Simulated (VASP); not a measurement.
# Pt (P6_3/mmc) in VASP: notebook, part 2 of 2

VASP 6.6.1. Earlier steps stand in the parts before.

### Step 5. Single point, PBEsol

This run uses another cell than the first one, of 15.14 Å³/atom, 1.125 times its volume.

The input, INCAR:

```
SYSTEM = Pt
  ALGO = Normal
  EDIFF = 1E-6
  ENCUT = 520
  GGA = PS
  ISIF = 2
  ISMEAR = 0
  LASPH = .True.
  LCHARG = .True.
  LELF = .True.
  LREAL = .False.
  LVHAR = .True.
  LWAVE = .False.
  NBANDS = 17
  NELM = 80
  PREC = Accurate
  SIGMA = 0.1
```

The input, KPOINTS:

```
k-points
0
Gamma
  11 11 6
  0 0 0
```

The input, POSCAR:

```
Pt
1.0
    2.7310624291     -0.0000028558      0.0000000000
   -1.3655287414      2.3651708708      0.0000000000
    0.0000000000      0.0000000000      4.6868017847
Pt
2
Direct
    0.6666666667      0.3333333333      0.7500000000
    0.3333333333      0.6666666667      0.2500000000
```

Potentials or basis: VASP PAW PBE potentials, release 64 (Pt).

On the command line:

```
$ cat potpaw_PBE.64/Pt/POTCAR > POTCAR
$ mpirun -np 1 vasp_std > vasp.out
```

OUTCAR:

```text
SYSTEM = Pt
   EDIFF = 1E-6
   ENCUT = 520
   GGA = PS
   ISIF = 2
   ISMEAR = 0
   LASPH = .True.
   LREAL = .False.
   NELM = 80
   PREC = Accurate

 ion  position               nearest neighbor table
   1  0.667  0.333  0.750-   2 2.82   2 2.82   2 2.82   2 2.82   2 2.82   2 2.82
   2  0.333  0.667  0.250-   1 2.82   1 2.82   1 2.82   1 2.82   1 2.82   1 2.82

  LATTYP: Found a hexagonal cell.
 ALAT       =     2.7310624291
 C/A-ratio  =     1.7161093554

  Lattice vectors:

 A1 = (   2.7310624291,  -0.0000028558,   0.0000000000)
 A2 = (  -1.3655287414,   2.3651708708,   0.0000000000)
 A3 = (   0.0000000000,   0.0000000000,   4.6868017847)

Analysis of symmetry for initial positions (statically):
=====================================================================
 Subroutine PRICEL returns:
 Original cell was already a primitive cell.

 Routine SETGRP: Setting up the symmetry group for a
 hexagonal supercell.

 Subroutine GETGRP returns: Found 24 space group operations
 (whereof 12 operations were pure point group operations)
 out of a pool of 24 trial point group operations.

The static configuration has the point symmetry D_3d.
 The point group associated with its full space group is D_6h.

Analysis of symmetry for dynamics (positions and initial velocities):
=====================================================================
 Subroutine PRICEL returns:
 Original cell was already a primitive cell.

 Routine SETGRP: Setting up the symmetry group for a
 hexagonal supercell.

 Subroutine GETGRP returns: Found 24 space group operations
 (whereof 12 operations were pure point group operations)
 out of a pool of 24 trial point group operations.

The dynamic configuration has the point symmetry D_3d.
 The point group associated with its full space group is D_6h.

 Subroutine INISYM returns: Found 24 space group operations
 (whereof 12 operations are pure point group operations),
 and found     1 'primitive' translations

----------------------------------------------------------------------------------------

                                     Primitive cell

  volume of cell :      30.2740

  direct lattice vectors                    reciprocal lattice vectors
     2.731062429 -0.000002856  0.000000000     0.366158090  0.211400962  0.000000000
    -1.365528741  2.365170871  0.000000000     0.000000442  0.422802689  0.000000000
     0.000000000  0.000000000  4.686801785     0.000000000  0.000000000  0.213365115

  length of vectors
     2.731062429  2.731062429  4.686801785     0.422802689  0.422802689  0.213365115

  position of ions in fractional coordinates (direct lattice)
     0.666666667  0.333333333  0.750000000
     0.333333333  0.666666667  0.250000000

  ion indices of the primitive-cell ions
   primitive index   ion index
                 1           1
                 2           2

----------------------------------------------------------------------------------------

 KPOINTS: k-points

Automatic generation of k-mesh.
 Grid dimensions read from file:
 generate k-points for:   11   11    6

 Generating k-lattice:

  Cartesian coordinates                     Fractional coordinates (reciprocal lattice)
     0.033287099  0.019218269  0.000000000     0.090909091 -0.000000000  0.000000000
     0.000000040  0.038436608  0.000000000     0.000000000  0.090909091  0.000000000
     0.000000000  0.000000000  0.035560852     0.000000000  0.000000000  0.166666667

  Length of vectors
     0.038436608  0.038436608  0.035560852

  Shift w.r.t. Gamma in fractional coordinates (k-lattice)
     0.000000000  0.000000000  0.000000000

 Subroutine IBZKPT returns following result:
 ===========================================

 Found     64 irreducible k-points:

 Following reciprocal coordinates:
            Coordinates               Weight
  0.000000  0.000000  0.000000      1.000000
  0.090909  0.000000  0.000000      6.000000
  0.181818  0.000000  0.000000      6.000000
  0.272727 -0.000000  0.000000      6.000000
  0.363636 -0.000000  0.000000      6.000000
  0.454545  0.000000  0.000000      6.000000
[... 16 lines left out ...]
  0.090909  0.090909  0.166667     12.000000
  0.181818  0.090909  0.166667     24.000000
 [... further k-points ...]
   k-points           NKPTS =     64   k-points in BZ     NKDIM =     64   number of bands    NBANDS=     17
   number of dos      NEDOS =    301   number of ions     NIONS =      2
   total plane-waves  NPLWV =  14400
   dimension x,y,z NGX =    20 NGY =   20 NGZ =   36
   dimension x,y,z NGXF=    40 NGYF=   40 NGZF=   72
   ions per type =               2
   NGX,Y,Z   is equivalent  to a cutoff of  12.17, 12.17, 12.77 a.u.
   NGXF,Y,Z  is equivalent  to a cutoff of  24.35, 24.35, 25.54 a.u.
 SYSTEM =  Pt
   PREC   = accura    normal or accurate (medium, high low for compatibility)
   ISTART =      0    job   : 0-new  1-cont  2-samecut
   ICHARG =      2    charge: 1-file 2-atom 10-const
   ISPIN  =      1    spin polarized calculation?
   LNONCOLLINEAR =      F non collinear calculations
   LSORBIT =      F    spin-orbit coupling
   LASPH  =      T    aspherical Exc in radial PAW
   ENCUT  =  520.0 eV  38.22 Ry    6.18 a.u.   5.08  5.08  8.71*2*pi/ulx,y,z
   NELM   =     80;   NELMIN=  2; NELMDL= -5     # of ELM steps
   EDIFF  = 0.1E-05   stopping-criterion for ELM
   LREAL  =      F    real-space projection
   EDIFFG = 0.1E-04   stopping-criterion for IOM
   NSW    =      0    number of steps for IOM
   IBRION =     -1    ionic relax: 0-MD 1-quasi-New 2-CG
   NFREE  =      0    steps in history (QN), initial steepest desc. (CG)
   ISIF   =      2    stress and relaxation
   ISYM   =      2    0-nonsym 1-usesym 2-fastsym
   POTIM  = 0.5000    time-step for ionic-motion
   TEBEG  =    0.0;   TEEND  =   0.0 temperature during run
   PSTRESS=    0.0 pullay stress
   NELECT =      20.0000    total number of electrons
   NUPDOWN=      -1.0000    fix difference up-down
   EMIN   =  10.00;   EMAX   =-10.00  energy-range for DOS
   EFERMI =   0.00;   METHOD = LEGACY
   ISMEAR =     0;   SIGMA  =   0.10  broadening in eV -4-tet -1-fermi 0-gaus
   EFERMI_NEDOS =   21; number of points for ismear=-14 and -15
   IALGO  =     38    algorithm
   IMIX   =      4    mixing-type and parameters
     AMIX     =   0.40;   BMIX     =  1.00
     AMIX_MAG =   1.60;   BMIX_MAG =  1.00
  volume/ion in A,a.u.               =      15.14       102.15
  Fermi-wavevector in a.u.,A,eV,Ry     =   1.425809  2.694388 27.659708  2.032931
  Thomas-Fermi vector in A             =   2.546153
   LORBIT       =      0    0 simple, 1 ext, 2 COOP (PROOUT), +10 PAW based schemes
   GGA     = PS    functional components
   LHFCALC =     F    Hartree Fock is set to
   AEXX    =    0.0000 exact exchange contribution
   IVDW    =     0    specifies the selected vdW correction
   LEPSILON=     F    determine dielectric tensor
   LRPA    =     F    only Hartree local field effects (RPA)
 non-spin polarized calculation
 Gauss-broadening in eV      SIGMA  =   0.10
  energy-cutoff  :      520.00
  volume of cell :       30.27
 maximum number of plane-waves:       833
   NGX = 11   NGY = 11   NGZ = 17

 number of electron      19.9999999 magnetization

 Free energy of the ion-electron system (eV)
  ---------------------------------------------------
  ext. energy  EPLUGINS =         0.00000000
  ---------------------------------------------------
  free energy    TOTEN  =       -13.79801834 eV

  energy without entropy =      -13.77447943  energy(sigma->0) =      -13.78624888

 E-fermi :  10.9991     XC(G=0): -13.6025

 val. band max:       10.9871122440   @ k =   0.3636  -0.0000   0.1667
 cond. band min:      11.0027960774   @ k =   0.2727   0.0909   0.1667
 fundamental gap:      0.0156838334
 Fermi energy:        10.9991236297

 k-point     1 :       0.0000    0.0000    0.0000
  band No.  band energies     occupation
      1       0.7682      2.00000
      2       3.5212      2.00000
      3       6.8512      2.00000
      4       7.3389      2.00000
      5       7.3389      2.00000
      6       7.7530      2.00000
[... 9 lines left out ...]
     16      28.3018      0.00000
     17      32.3096      0.00000

 k-point     2 :       0.0909    0.0000    0.0000
  band No.  band energies     occupation
      1       1.0751      2.00000
      2       3.8002      2.00000
      3       6.7701      2.00000
      4       7.3704      2.00000
      5       7.5791      2.00000
      6       7.6135      2.00000
[... 9 lines left out ...]
     16      28.6740      0.00000
     17      30.7857      0.00000
[... 421 lines left out ...]
 k-point    24 :       0.1818    0.0909    0.1667
  band No.  band energies     occupation
      1       2.8885      2.00000
      2       5.0006      2.00000
      3       6.1752      2.00000
      4       6.3377      2.00000
      5       6.9904      2.00000
      6       7.5820      2.00000
[... 9 lines left out ...]
     16      27.5896      0.00000
     17      28.5875      0.00000

 [... further k-points ...]
[... 5 lines left out ...]
  --------------------------------------------------------------------------------------
  -------------------------------------------------------------------------------------
  Total       -0.0623364     -0.0623364     -0.0924013      0.0000000      0.0000000      0.0000000
  in kB       -3.2989987     -3.2989987     -4.8901035      0.0000000      0.0000000      0.0000000
  external PRESSURE =      -3.8293669 kB  Pullay stress =       0.0000000 kB

 VOLUME and BASIS-vectors are now :
 -----------------------------------------------------------------------------
  energy-cutoff  :      520.00
  volume of cell :       30.27
      direct lattice vectors                 reciprocal lattice vectors
     2.731062429 -0.000002856  0.000000000     0.366158090  0.211400962  0.000000000
    -1.365528741  2.365170871  0.000000000     0.000000442  0.422802689  0.000000000
     0.000000000  0.000000000  4.686801785     0.000000000  0.000000000  0.213365115

 POSITION                                       TOTAL-FORCE (eV/Angst)
 -----------------------------------------------------------------------------------
      1.36553      0.78839      3.51510        -0.000000      0.000000      0.000000
      0.00000      1.57678      1.17170         0.000000     -0.000000      0.000000
 -----------------------------------------------------------------------------------
    total drift:                               -0.000000      0.000000     -0.000000

  FREE ENERGIE OF THE ION-ELECTRON SYSTEM (eV)
  ---------------------------------------------------
  free  energy   TOTEN  =       -13.7980183389 eV

  energy  without entropy=      -13.7744794253  energy(sigma->0) =      -13.78624888
```

Wall time 16 s (1 thread of AMD EPYC 9R14 (Zen 4), shared host); peak memory 0.12 GiB.

Results:

- Free energy: -13.7980 eV
- Pressure: -0.4 GPa
- Band gap on the k mesh: zero (band 10 reaches 11.40 eV, above the bottom of band 11 at 10.14 eV)

Stress tensor (GPa, compression positive):
```
-0.33  0.00  0.00
 0.00 -0.33  0.00
 0.00  0.00 -0.49
```

Caveat: the PAW data sets were made with another functional, which shifts forces and pressure a little; spin-orbit coupling is left out, which moves the levels of the heavy elements.

### Step 6. Overview

```tsv
cell	gap on the mesh (eV)	pressure (GPa)
a = 2.637, b = 2.637, c = 4.469 Å, angles 90.0, 90.0, 120.0°, 2 atoms	none	44.8
a = 2.663, b = 2.663, c = 4.525 Å, angles 90.0, 90.0, 120.0°, 2 atoms	none	29.7
a = 2.694, b = 2.694, c = 4.595 Å, angles 90.0, 90.0, 120.0°, 2 atoms	none	14.6
a = 2.731, b = 2.731, c = 4.687 Å, angles 90.0, 90.0, 120.0°, 2 atoms	none	-0.4
```

Alike in all rows: task single point; level PBEsol; potentials or basis VASP PAW PBE potentials, release 64 (Pt); no spin polarisation; k mesh 11 × 11 × 6; cutoff (eV) 520; smearing gaussian 0.1 eV.

Caveats: the PAW data sets were made with another functional, which shifts forces and pressure a little; spin-orbit coupling is left out, which moves the levels of the heavy elements.

Absolute energies hang on the potentials; compare differences alone.
